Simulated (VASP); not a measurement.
Crystal: BaSc2C2.

```
Ba Sc C
1.0
     4.30680    0.00000    0.00000
     0.00000    4.30680    0.00000
     0.00000    0.00000    5.91335
Ba Sc C
1 2 2
Direct
  0.00000 0.00000 0.00000
  0.50000 0.00000 0.50000
  0.00000 0.50000 0.50000
  0.50000 0.50000 0.80279
  0.50000 0.50000 0.19721
```

| Quantity | Value |
| --- | --- |
| Program | VASP 6.6.1 |
| Task | relaxation of cell and atoms |
| Functional | PBE |
| Potentials or basis | VASP PAW PBE potentials, release 64 (Ba_sv, Sc_sv, C) |
| Cutoff | 600 eV |
| k mesh | 4 × 4 × 4 |
| Occupations | gaussian, width 0.1 eV |
| Spin | no spin polarisation |

At the start: pressure -11.9 GPa; volume 21.94 Å³/atom.

Question: Where does the relaxation end?

Answer: Over 22 steps the energy falls by 440.6 meV/atom and the volume is 17.28 Å³/atom (-21.2 %); space group P4/mmm (No. 123, to 0.05 Å).

The path:
```tsv
step	energy change (eV)	largest force (eV/Å)	pressure (GPa)	volume (Å³)
1	0.0000	1.2349	-11.93	109.68
2	-1.3395	0.0091	0.82	85.63
3	-1.3395	0.0100	0.83	85.62
4	-1.3709	0.3932	-0.18	86.23
5	-1.3721	0.4906	-0.43	86.38
6	-1.4066	0.8193	-0.76	86.07
7	-1.5828	1.6813	-1.32	85.08
8	-1.9196	0.9059	2.02	82.76
9	-1.8939	1.9747	0.09	83.36
10	-1.9241	1.3757	1.25	82.95
11	-1.9235	1.1930	1.58	82.87
12	-1.9271	0.9700	1.85	82.84
13	-1.9278	0.8092	2.06	82.82
14	-1.9339	0.7995	2.04	82.87
15	-1.9518	0.7665	1.89	82.99
16	-1.9854	0.7022	1.64	83.25
17	-2.0439	0.5759	1.20	83.76
18	-2.1314	0.3332	0.58	84.75
19	-2.2023	0.0147	-0.52	86.66
20	-2.2026	0.0271	-0.44	86.52
21	-2.2026	0.0204	-0.48	86.59
22	-2.2031	0.0268	-0.27	86.39
```

Final structure:
```
CELL_PARAMETERS angstrom
4.19234 0.00000 0.00000
0.00000 4.19234 0.00000
0.00000 0.00000 4.91556
ATOMIC_POSITIONS crystal
Ba 0.00000 0.00000 0.00000
Sc 0.50000 0.00000 0.50000
Sc 0.00000 0.50000 0.50000
C 0.50000 0.50000 0.85523
C 0.50000 0.50000 0.14477
```

Caveat: the k points lie up to 0.37 Å⁻¹ apart in the final cell; the volume moved by over 15 % at a fixed basis, so the end points are rough.
